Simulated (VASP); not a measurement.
Y:

```xyz
3
Lattice="4.7110 0.0000 0.0000 -2.3555 4.0798 0.0000 0.0000 0.0000 5.3448" Properties=species:S:1:pos:R:3 pbc="T T T"
Y     1.0619    0.0000    1.7816
Y    -0.5309    0.9196    3.5632
Y     1.8246    3.1602    0.0000
```

```yaml
Program: VASP 6.6.1
Task: relaxation of cell and atoms
Functional: r2SCAN
Potentials_or_basis: VASP PAW PBE potentials, release 64 (Y_sv)
Cutoff: 600 eV
k_mesh: 6 × 6 × 4
Occupations: gaussian, width 0.1 eV
Spin: no spin polarisation
```

At the start: pressure 0.5 GPa; volume 34.24 Å³/atom.

Problem. Where does the relaxation end?

Solution. Over 14 steps the energy falls by 1547.4 meV/atom and the volume is 33.31 Å³/atom (-2.7 %); space group P3_121 (No. 152, to 0.05 Å).

Step by step:
```
step  energy change (eV)  largest force (eV/Å)  pressure (GPa)  volume (Å³)
   1              0.0000                2.8704            0.48       102.73
   2             -1.1895                2.0743           -0.86       104.11
   3             -2.4773                0.0459           -0.43       106.60
   4             -2.6142                0.1640           -0.70       106.89
   5             -2.9259                0.2454           -1.41       107.10
   6             -3.6905                0.0228           -2.02       106.13
   7             -4.5892                0.0882            0.17        99.32
   8             -4.6162                0.0863           -0.84       101.87
   9             -4.6402                0.0171           -0.44       101.06
  10             -4.6400                0.0097           -0.28       100.65
  11             -4.6364                0.0128            0.83        97.76
  12             -4.6417                0.0107            0.11        99.61
  13             -4.6416                0.0110           -0.17       100.35
  14             -4.6422                0.0108           -0.03        99.94
```

Final structure:
```
Y
1.0
     3.60710    0.00000    0.00000
    -1.80355    3.12384    0.00000
     0.00000    0.00000    8.86975
Y
3
Direct
  0.67139 0.00000 0.33333
  0.00000 0.67139 0.66667
  0.32861 0.32861 0.00000
```

Caveat: the PAW data sets were made with another functional, which shifts forces and pressure a little.
